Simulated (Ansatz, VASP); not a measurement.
One calculation of Ca2H5, two programs

File INCAR:

```
SYSTEM = Ca2H5
  PREC = Accurate
  ENCUT = 600
  EDIFF = 1E-7
  ISMEAR = 0
  SIGMA = 0.1
  LREAL = .FALSE.
  LASPH = .TRUE.
  NELM = 100
  ALGO = Normal
  ISIF = 3
  LWAVE = .FALSE.
  LCHARG = .FALSE.
  GGA = PE
  IBRION = 2
  NSW = 90
  EDIFFG = -0.04
```

KPOINTS

```
regular mesh
0
G
  6 6 6
  0 0 0
```

Contents of POSCAR:

```
Ca2H5
1.0
    0.0000000000      3.7055013400      3.8116105300
    2.5732837500      0.0000000000      3.8116105300
    2.5732837500      3.7055013400      0.0000000000
Ca H
2 5
Direct
    0.7500000000      0.7500000000      0.7500000000
    0.0000000000      0.0000000000      0.0000000000
    0.5000000000      0.5000000000      0.5000000000
    0.7261303500      0.7261303500      0.2738696500
    0.2738696500      0.2738696500      0.7261303500
    0.3602474100      0.6397525900      0.3602474100
    0.6397525900      0.3602474100      0.6397525900
```

Input for Ansatz:

```yaml
crystal:
  lattice:
    - [0.0, 3.70550134, 3.81161053]
    - [2.57328375, 0.0, 3.81161053]
    - [2.57328375, 3.70550134, 0.0]
  atoms:
    - { symbol: Ca, position: [0.75, 0.75, 0.75] }
    - { symbol: Ca, position: [0.0, 0.0, 0.0] }
    - { symbol: H, position: [0.5, 0.5, 0.5] }
    - { symbol: H, position: [0.72613035, 0.72613035, 0.27386965] }
    - { symbol: H, position: [0.27386965, 0.27386965, 0.72613035] }
    - { symbol: H, position: [0.36024741, 0.63975259, 0.36024741] }
    - { symbol: H, position: [0.63975259, 0.36024741, 0.63975259] }
basis:
  ecutwfc: 420
kpoints:
  mp_grid: { grid: [6, 6, 6] }
hamiltonian:
  xc: pbe
scf:
  occupations: { method: gaussian, width: 0.1 }
  lower_state_search: "off"
output:
  forces: true
  stress: true
  eigenvalues: true
relax:
  adjacent_minimum: "off"
  f_tol: 0.04
  max_steps: 70
  cell: { stress_tol: 0.4 }
```

Alike in both runs: task relaxation of cell and atoms; functional PBE; k mesh 6 × 6 × 6; occupations gaussian, width 0.1 eV; no spin polarisation.

|  | VASP | Ansatz |
| --- | --- | --- |
| version | VASP 6.6.1 | Ansatz 0.2.0 |
| potentials or method | VASP PAW PBE potentials, release 64 (Ca_sv, H), cutoff 600 eV | scalar-relativistic, plane waves, PAW |
| valence electrons in the cell | 25 | 25 |

Ansatz gave:

* gap on the k mesh at the Fermi level, each at its own relaxed structure (eV): none
* relaxed volume (Å³/atom): 13.32
* relaxed length of the cell vector where the two differ most in proportion (Å): 6.889

Task: What did VASP give for the same quantities?

Result: gap on the k mesh at the Fermi level, each at its own relaxed structure (eV): none; relaxed volume (Å³/atom): 12.98; relaxed length of the cell vector where the two differ most in proportion (Å): 6.725.

A gap of «none» marks a metal or a gap that the smearing closes.

Noted on VASP's run: the volume moved by over 15 % at a fixed basis, so the end points are rough.
